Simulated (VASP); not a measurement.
# CaF: single point with PBE

CaF:

```xyz
4
Lattice="4.0628 0.0000 0.0000 0.0000 4.0628 0.0000 0.0000 0.0000 5.8966" Properties=species:S:1:pos:R:3 pbc="T T T"
Ca    2.0314    0.0000    4.6113
Ca    0.0000    2.0314    1.2854
F     0.0000    0.0000    0.0000
F     2.0314    2.0314    0.0000
```

* Program: VASP 6.6.1
* Task: single point
* Functional: PBE
* Potentials or basis: VASP PAW PBE potentials, release 64 (Ca_sv, F)
* Cutoff: 600 eV
* k mesh: 12 × 12 × 8
* Occupations: gaussian, width 0.1 eV
* Spin: no spin polarisation
* Dipole correction: no
* Further INCAR settings: ALGO = Normal; EDIFF = 1e-06; NBANDS = 25

```
Pressure               : -2.8 GPa
Largest force          : 0.038 eV/Å
Band gap on the k mesh : zero (bands 17 and 18 overlap by 1.29 eV)
```

Forces on the atoms (eV/Å):
```
Ca   0.000  0.000 -0.038
Ca   0.000  0.000  0.038
F    0.000  0.000  0.000
F    0.000  0.000  0.000
```

Levels at points of the mesh, in eV from the Fermi level:
| k point | band 14 | band 15 | band 16 | band 17 | band 18 | band 19 | band 20 | band 21 |
| --- | --- | --- | --- | --- | --- | --- | --- | --- |
| (0.00, 0.00, 0.00) | -7.44 | -6.80 | -6.80 | -2.52 | 1.11 | 1.87 | 2.65 | 2.73 |
| (0.50, 0.00, 0.00) | -7.49 | -7.39 | -7.39 | -0.52 | -0.52 | 2.35 | 2.35 | 2.56 |
| (0.50, 0.50, 0.00) | -7.28 | -6.75 | -6.75 | 0.65 | 0.65 | 0.73 | 0.73 | 3.19 |
| (0.00, 0.00, 0.50) | -7.45 | -6.80 | -6.80 | -1.72 | 0.24 | 2.18 | 2.45 | 2.75 |
| (0.50, 0.00, 0.50) | -7.50 | -7.40 | -7.40 | -0.22 | -0.22 | 2.32 | 2.32 | 2.56 |
| (0.50, 0.50, 0.50) | -7.28 | -6.75 | -6.75 | 0.77 | 0.77 | 0.86 | 0.86 | 2.69 |

It took 7.2 min on 1 thread of Intel Xeon 8259CL, with other jobs on the host, peak memory 0.47 GiB.
